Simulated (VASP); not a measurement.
# TaN (P6/mmm) in VASP: a series of runs

The runs below take TaN through single point, with LDA.

Program: VASP 6.6.1. These are calculated values, not measurements. Logs are shortened: lines on timing, memory, paths and dates and some standing lists are left out, and cuts for length are marked.

## (1) The cell of the first run

The structure is hexagonal, space group P6/mmm (No. 191). Conventional cell: a = 5.043 Å, b = 5.043 Å, c = 2.866 Å, α = 90.00°, β = 90.00°, γ = 120.00°. Ta (site symmetry 6/mmm) has 6 N at 2.52 Å and 14 Ta at 2.87 to 3.24 Å within 3.3 Å. Ta (site symmetry -6m2) has 6 N at 2.04 Å within 2.7 Å. Within 2.7 Å of N (site symmetry mmm) lie 6 Ta at 2.04 to 2.52 Å and 4 N at 2.52 Å.

## (2) Single point, LDA

INCAR

```
PREC = Accurate ; ENCUT = 520
EDIFF = 1E-7 ; ISMEAR = -1
SIGMA = 0.1 ; LREAL = F
LASPH = T ; NELM = 60
ALGO = Normal ; ISIF = 2
LWAVE = F ; LCHARG = F
GGA = CA ; NBANDS = 33
```

KPOINTS

```
regular mesh
0
Gamma
  5 5 8
```

POSCAR

```
TaN
1.0
    5.0425749859      0.0000000000      0.0000000000
   -2.5212874930      4.3669980383      0.0000000000
    0.0000000000      0.0000000000      2.8659303550
Ta N
3 3
Direct
    0.0000000000      0.0000000000      0.0000000000
    0.3333333333      0.6666666667      0.5000000000
    0.6666666667      0.3333333333      0.5000000000
    0.5000000000      0.0000000000      0.0000000000
    0.5000000000      0.5000000000      0.0000000000
    0.0000000000      0.5000000000      0.0000000000
```

Potentials or basis: VASP PAW LDA potentials, release 64 (Ta_pv, N).

Command:

```console
$ cat potpaw_LDA.64/Ta_pv/POTCAR potpaw_LDA.64/N/POTCAR > POTCAR
$ mpirun -np 1 vasp_std > vasp.out
```

OUTCAR:

```text
PREC = Accurate
   ENCUT = 520
   EDIFF = 1E-7
   ISMEAR = -1
   LREAL = F
   LASPH = T
   NELM = 60
   ISIF = 2
   GGA = CA

 ion  position               nearest neighbor table
   1  0.000  0.000  0.000-   5 2.52   5 2.52   4 2.52   4 2.52   6 2.52   6 2.52   3 3.24   3 3.24
                             2 3.24   2 3.24   2 3.24   3 3.24   2 3.24   3 3.24   2 3.24   3 3.24
   2  0.333  0.667  0.500-   6 2.04   6 2.04   4 2.04   4 2.04   5 2.04   5 2.04   3 2.91   3 2.91
                             3 2.91   1 3.24   1 3.24   1 3.24   1 3.24   1 3.24   1 3.24
   3  0.667  0.333  0.500-   6 2.04   6 2.04   4 2.04   4 2.04   5 2.04   5 2.04   2 2.91   2 2.91
                             2 2.91   1 3.24   1 3.24   1 3.24   1 3.24   1 3.24   1 3.24
   4  0.500  0.000  0.000-   2 2.04   3 2.04   2 2.04   3 2.04   1 2.52   1 2.52
   5  0.500  0.500  0.000-   2 2.04   3 2.04   2 2.04   3 2.04   1 2.52   1 2.52
   6  0.000  0.500  0.000-   2 2.04   3 2.04   2 2.04   3 2.04   1 2.52   1 2.52

  LATTYP: Found a hexagonal cell.
 ALAT       =     5.0425749859
 C/A-ratio  =     0.5683466013

  Lattice vectors:

 A1 = (   5.0425749859,   0.0000000000,   0.0000000000)
 A2 = (  -2.5212874930,   4.3669980383,   0.0000000000)
 A3 = (   0.0000000000,   0.0000000000,   2.8659303550)

Analysis of symmetry for initial positions (statically):
=====================================================================
 Subroutine PRICEL returns:
 Original cell was already a primitive cell.

 Routine SETGRP: Setting up the symmetry group for a
 hexagonal supercell.

 Subroutine GETGRP returns: Found 24 space group operations
 (whereof 24 operations were pure point group operations)
 out of a pool of 24 trial point group operations.

The static configuration has the point symmetry D_6h.

Analysis of symmetry for dynamics (positions and initial velocities):
=====================================================================
 Subroutine PRICEL returns:
 Original cell was already a primitive cell.

 Routine SETGRP: Setting up the symmetry group for a
 hexagonal supercell.

 Subroutine GETGRP returns: Found 24 space group operations
 (whereof 24 operations were pure point group operations)
 out of a pool of 24 trial point group operations.

The dynamic configuration has the point symmetry D_6h.

 Subroutine INISYM returns: Found 24 space group operations
 (whereof 24 operations are pure point group operations),
 and found     1 'primitive' translations

----------------------------------------------------------------------------------------

                                     Primitive cell

  volume of cell :      63.1104

  direct lattice vectors                    reciprocal lattice vectors
     5.042574986  0.000000000  0.000000000     0.198311379  0.114495128  0.000000000
    -2.521287493  4.366998038  0.000000000     0.000000000  0.228990256  0.000000000
     0.000000000  0.000000000  2.865930355     0.000000000  0.000000000  0.348926832

  length of vectors
     5.042574986  5.042574986  2.865930355     0.228990256  0.228990256  0.348926832

  position of ions in fractional coordinates (direct lattice)
     0.000000000  0.000000000  0.000000000
     0.333333333  0.666666667  0.500000000
     0.666666667  0.333333333  0.500000000
     0.500000000  0.000000000  0.000000000
     0.500000000  0.500000000  0.000000000
     0.000000000  0.500000000  0.000000000

  ion indices of the primitive-cell ions
   primitive index   ion index
                 1           1
                 2           2
                 3           3
                 4           4
                 5           5
                 6           6

----------------------------------------------------------------------------------------

 KPOINTS: regular mesh

Automatic generation of k-mesh.
 Grid dimensions read from file:
 generate k-points for:    5    5    8

 Generating k-lattice:

  Cartesian coordinates                     Fractional coordinates (reciprocal lattice)
     0.039662276  0.022899026  0.000000000     0.200000000  0.000000000  0.000000000
     0.000000000  0.045798051  0.000000000     0.000000000  0.200000000  0.000000000
     0.000000000  0.000000000  0.043615854     0.000000000  0.000000000  0.125000000

  Length of vectors
     0.045798051  0.045798051  0.043615854

  Shift w.r.t. Gamma in fractional coordinates (k-lattice)
     0.000000000  0.000000000  0.000000000

 Subroutine IBZKPT returns following result:
 ===========================================

 Found     25 irreducible k-points:

 Following reciprocal coordinates:
            Coordinates               Weight
  0.000000  0.000000  0.000000      1.000000
  0.200000 -0.000000  0.000000      6.000000
  0.400000  0.000000  0.000000      6.000000
  0.200000  0.200000  0.000000      6.000000
  0.400000  0.200000  0.000000      6.000000
  0.000000  0.000000  0.125000      2.000000
[... 16 lines left out ...]
  0.400000  0.000000  0.500000      6.000000
  0.200000  0.200000  0.500000      6.000000
   k-points           NKPTS =     25   k-points in BZ     NKDIM =     25   number of bands    NBANDS=     33
   number of dos      NEDOS =    301   number of ions     NIONS =      6
   total plane-waves  NPLWV =  38400
   dimension x,y,z NGX =    40 NGY =   40 NGZ =   24
   dimension x,y,z NGXF=    80 NGYF=   80 NGZF=   48
   ions per type =               3   3
   NGX,Y,Z   is equivalent  to a cutoff of  13.19, 13.19, 13.92 a.u.
   NGXF,Y,Z  is equivalent  to a cutoff of  26.37, 26.37, 27.84 a.u.
 SYSTEM =  unknown system
   PREC   = accura    normal or accurate (medium, high low for compatibility)
   ISTART =      0    job   : 0-new  1-cont  2-samecut
   ICHARG =      2    charge: 1-file 2-atom 10-const
   ISPIN  =      1    spin polarized calculation?
   LNONCOLLINEAR =      F non collinear calculations
   LSORBIT =      F    spin-orbit coupling
   LASPH  =      T    aspherical Exc in radial PAW
   ENCUT  =  520.0 eV  38.22 Ry    6.18 a.u.   9.38  9.38  5.33*2*pi/ulx,y,z
   NELM   =     60;   NELMIN=  2; NELMDL= -5     # of ELM steps
   EDIFF  = 0.1E-06   stopping-criterion for ELM
   LREAL  =      F    real-space projection
   EDIFFG = 0.1E-05   stopping-criterion for IOM
   NSW    =      0    number of steps for IOM
   IBRION =     -1    ionic relax: 0-MD 1-quasi-New 2-CG
   NFREE  =      0    steps in history (QN), initial steepest desc. (CG)
   ISIF   =      2    stress and relaxation
   ISYM   =      2    0-nonsym 1-usesym 2-fastsym
   POTIM  = 0.5000    time-step for ionic-motion
   TEBEG  =    0.0;   TEEND  =   0.0 temperature during run
   PSTRESS=    0.0 pullay stress
   NELECT =      48.0000    total number of electrons
   NUPDOWN=      -1.0000    fix difference up-down
   EMIN   =  10.00;   EMAX   =-10.00  energy-range for DOS
   EFERMI =   0.00;   METHOD = LEGACY
   ISMEAR =    -1;   SIGMA  =   0.10  broadening in eV -4-tet -1-fermi 0-gaus
   EFERMI_NEDOS =   21; number of points for ismear=-14 and -15
   IALGO  =     38    algorithm
   IMIX   =      4    mixing-type and parameters
     AMIX     =   0.40;   BMIX     =  1.00
     AMIX_MAG =   1.60;   BMIX_MAG =  1.00
  volume/ion in A,a.u.               =      10.52        70.98
  Fermi-wavevector in a.u.,A,eV,Ry     =   1.494359  2.823929 30.383286  2.233108
  Thomas-Fermi vector in A             =   2.606642
   LORBIT       =      0    0 simple, 1 ext, 2 COOP (PROOUT), +10 PAW based schemes
   GGA     = CA    functional components
   LHFCALC =     F    Hartree Fock is set to
   AEXX    =    0.0000 exact exchange contribution
   IVDW    =     0    specifies the selected vdW correction
   LEPSILON=     F    determine dielectric tensor
   LRPA    =     F    only Hartree local field effects (RPA)
 non-spin polarized calculation
  energy-cutoff  :      520.00
  volume of cell :       63.11
 maximum number of plane-waves:      1720
 NGX is ok and might be reduce to    40
   NGX = 19   NGY = 19   NGZ = 11

 number of electron      47.9999993 magnetization

 Free energy of the ion-electron system (eV)
  ---------------------------------------------------
  ext. energy  EPLUGINS =         0.00000000
  ---------------------------------------------------
  free energy    TOTEN  =       -71.09952798 eV

  energy without entropy =      -71.07089987  energy(sigma->0) =      -71.08521392

 E-fermi :   8.8780     XC(G=0): -13.6667

 val. band max:        8.8233267393   @ k =   0.0000   0.0000   0.3750
 cond. band min:       8.9233435827   @ k =   0.2000  -0.0000   0.2500
 fundamental gap:      0.1000168433
 Fermi energy:         8.8779879870

 k-point     1 :       0.0000    0.0000    0.0000
  band No.  band energies     occupation
      1     -27.1501      2.00000
      2     -27.1501      2.00000
      3     -26.6667      2.00000
      4     -26.6667      2.00000
      5     -26.4265      2.00000
      6     -26.2625      2.00000
[... 25 lines left out ...]
     32      12.3846      0.00000
     33      12.4992      0.00000

 k-point     2 :       0.2000   -0.0000    0.0000
  band No.  band energies     occupation
      1     -27.1931      2.00000
      2     -27.1305      2.00000
      3     -26.6122      2.00000
      4     -26.6027      2.00000
      5     -26.4094      2.00000
      6     -26.3449      2.00000
[... 25 lines left out ...]
     32      12.5638      0.00000
     33      12.6966      0.00000

 k-point     3 :       0.4000    0.0000    0.0000
  band No.  band energies     occupation
      1     -27.2495      2.00000
      2     -27.0301      2.00000
      3     -26.6873      2.00000
      4     -26.4929      2.00000
      5     -26.3828      2.00000
      6     -26.3700      2.00000
[... 25 lines left out ...]
     32      12.8061      0.00000
     33      13.0881      0.00000

 k-point     4 :       0.2000    0.2000    0.0000
  band No.  band energies     occupation
      1     -27.2182      2.00000
      2     -27.0840      2.00000
      3     -26.6595      2.00000
      4     -26.5125      2.00000
      5     -26.3890      2.00000
      6     -26.3799      2.00000
[... 25 lines left out ...]
     32      12.5669      0.00000
     33      12.8355      0.00000

 k-point     5 :       0.4000    0.2000    0.0000
  band No.  band energies     occupation
      1     -27.2285      2.00000
      2     -26.9814      2.00000
      3     -26.8189      2.00000
      4     -26.4530      2.00000
      5     -26.3542      2.00000
      6     -26.3469      2.00000
[... 604 lines left out ...]
 k-point    22 :       0.2000   -0.0000    0.5000
  band No.  band energies     occupation
      1     -27.5538      2.00000
      2     -27.2849      2.00000
      3     -26.9610      2.00000
      4     -26.9096      2.00000
      5     -26.4486      2.00000
      6     -26.3559      2.00000
[... 25 lines left out ...]
     32      13.4314      0.00000
     33      14.0865      0.00000

 k-point    23 :       0.4000    0.0000    0.5000
  band No.  band energies     occupation
      1     -27.5119      2.00000
      2     -27.3478      2.00000
      3     -26.9815      2.00000
      4     -26.8471      2.00000
      5     -26.5205      2.00000
      6     -26.3340      2.00000
[... 25 lines left out ...]
     32      13.4746      0.00000
     33      15.1335      0.00000

 k-point    24 :       0.2000    0.2000    0.5000
  band No.  band energies     occupation
      1     -27.5205      2.00000
      2     -27.3358      2.00000
      3     -26.9963      2.00000
      4     -26.8289      2.00000
      5     -26.5262      2.00000
      6     -26.3317      2.00000
[... 25 lines left out ...]
     32      13.2452      0.00000
     33      14.8669      0.00000

 [... further k-points ...]

------------------------ aborting loop because EDIFF is reached ----------------------------------------

  FORCE on cell =-STRESS in cart. coord.  units (eV):
  Direction    XX          YY          ZZ          XY          YZ          ZX
  --------------------------------------------------------------------------------------
  -------------------------------------------------------------------------------------
  Total        8.6842374      8.6842374      9.0158367     -0.0000000      0.0000000      0.0000000
  in kB      220.4658246    220.4658246    228.8841012     -0.0000000      0.0000000      0.0000000
  external PRESSURE =     223.2719168 kB  Pullay stress =       0.0000000 kB

 VOLUME and BASIS-vectors are now :
 -----------------------------------------------------------------------------
  energy-cutoff  :      520.00
  volume of cell :       63.11
      direct lattice vectors                 reciprocal lattice vectors
     5.042574986  0.000000000  0.000000000     0.198311379  0.114495128  0.000000000
    -2.521287493  4.366998038  0.000000000     0.000000000  0.228990256  0.000000000
     0.000000000  0.000000000  2.865930355     0.000000000  0.000000000  0.348926832

 POSITION                                       TOTAL-FORCE (eV/Angst)
 -----------------------------------------------------------------------------------
      0.00000      0.00000      0.00000        -0.000000      0.000000      0.000000
     -0.00000      2.91133      1.43297        -0.000000      0.000000      0.000000
      2.52129      1.45567      1.43297        -0.000000     -0.000000      0.000000
      2.52129      0.00000      0.00000        -0.000000      0.000000      0.000000
      1.26064      2.18350      0.00000         0.000000      0.000000      0.000000
     -1.26064      2.18350      0.00000        -0.000000      0.000000      0.000000
 -----------------------------------------------------------------------------------
    total drift:                               -0.000000      0.000000     -0.000000

  FREE ENERGIE OF THE ION-ELECTRON SYSTEM (eV)
  ---------------------------------------------------
  free  energy   TOTEN  =       -71.0995279773 eV

  energy  without entropy=      -71.0708998710  energy(sigma->0) =      -71.08521392
```

Run time: 22 s. Hardware: 1 thread of Intel Xeon 6975P-C (Granite Rapids), shared host; peak memory 0.18 GiB.

Results:

```yaml
Free_energy: -71.0995 eV
Pressure: 22.3 GPa
Band_gap_on_the_k_mesh: zero (band 24 reaches 9.82 eV, above the bottom of band 25 at 7.45 eV)
```

Stress tensor (GPa, compression positive):
```
22.05  0.00  0.00
 0.00 22.05  0.00
 0.00  0.00 22.89
```

Levels at points of the mesh, in eV from the Fermi level:
| k point | band 22 | band 23 | band 24 | band 25 | band 26 | band 27 |
| --- | --- | --- | --- | --- | --- | --- |
| (0.00, 0.00, 0.00) | -2.66 | -2.15 | -1.43 | -1.43 | 0.67 | 0.67 |
| (0.00, 0.00, 0.50) | -3.21 | -2.06 | 0.95 | 0.95 | 1.44 | 2.10 |

Caveat: spin-orbit coupling is left out, which moves the levels of the heavy elements.

## (3) Single point, LDA

This run uses another cell than the first one, of 10.80 Å³/atom, 1.027 times its volume.

INCAR

```
SYSTEM = TaN
PREC = Accurate
ENCUT = 520
EDIFF = 1E-7
ISMEAR = -1
SIGMA = 0.1
LREAL = .FALSE.
LASPH = .TRUE.
NELM = 60
ALGO = Normal
ISIF = 2
LWAVE = .FALSE.
LCHARG = .FALSE.
GGA = CA
NBANDS = 33
```

KPOINTS

```
Automatic mesh
0
G
  5 5 8
  0 0 0
```

POSCAR, as its differences from that of step 2:

```diff
@@ -2,5 +2,5 @@
 1.0
-    5.0425749859      0.0000000000      0.0000000000
-   -2.5212874930      4.3669980383      0.0000000000
-    0.0000000000      0.0000000000      2.8659303550
+    5.1010845548      0.0000000000      0.0000000000
+   -2.5505422774      4.4176688113      0.0000000000
+    0.0000000000      0.0000000000      2.8764646412
 Ta N
```

Potentials or basis: VASP PAW LDA potentials, release 64 (Ta_pv, N).

Command:

```console
$ cat potpaw_LDA.64/Ta_pv/POTCAR potpaw_LDA.64/N/POTCAR > POTCAR
$ mpirun -np 1 vasp_std > vasp.out
```

It took 22 s on 1 thread of Intel Xeon 6975P-C (Granite Rapids), shared host; peak memory 0.18 GiB.

It converged, with:

```yaml
Free_energy: -71.2819 eV
Pressure: 12.1 GPa
Band_gap_on_the_k_mesh: zero (band 24 reaches 9.48 eV, above the bottom of band 25 at 7.18 eV)
```

Stress tensor (GPa, compression positive):
```
11.82  0.00  0.00
 0.00 11.82  0.00
 0.00  0.00 12.58
```

Levels at points of the mesh, in eV from the Fermi level:
| k point | band 22 | band 23 | band 24 | band 25 | band 26 | band 27 |
| --- | --- | --- | --- | --- | --- | --- |
| (0.00, 0.00, 0.00) | -2.62 | -2.16 | -1.40 | -1.40 | 0.72 | 0.72 |
| (0.00, 0.00, 0.50) | -3.20 | -2.02 | 0.90 | 0.90 | 1.49 | 1.94 |

Caveat: spin-orbit coupling is left out, which moves the levels of the heavy elements.

(Continued in part 2 of 2.)
